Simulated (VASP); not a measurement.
Input of a VASP 6.6.1 run:

INCAR

```
PREC = Accurate
ENCUT = 520
EDIFF = 1E-7
ISMEAR = 0
SIGMA = 0.15
LREAL = False
LASPH = True
NELM = 80
ALGO = Fast
ISIF = 2
LWAVE = False
LCHARG = False
GGA = PE
NBANDS = 10
```

File KPOINTS:

```
Automatic mesh
0
Gamma
  12 12 12
```

Contents of POSCAR:

```
Rb
1.0
   -2.8060000000      2.7779400000      2.7779400000
    2.8060000000     -2.8340600000      2.8340600000
    2.8060000000      2.8340600000     -2.8340600000
Rb
1
Direct
    0.0000000000      0.0000000000      0.0000000000
```

Potentials or basis: VASP PAW PBE potentials, release 64 (Rb_sv).

Launch:

```console
$ cat potpaw_PBE.64/Rb_sv/POTCAR > POTCAR
$ mpirun -np 1 vasp_std > vasp.out
```

(1) Estimate the pressure.

(2) What does it give for the band gap on the k mesh?

## Answers

(1) 0.1 GPa.

(2) zero (an odd number of electrons rules out a gap without spin polarisation).

Caveat: the cell differs from its parent crystal (strain -0.0200 x Voigt [0, 0, 0, 1, 0, 0]).
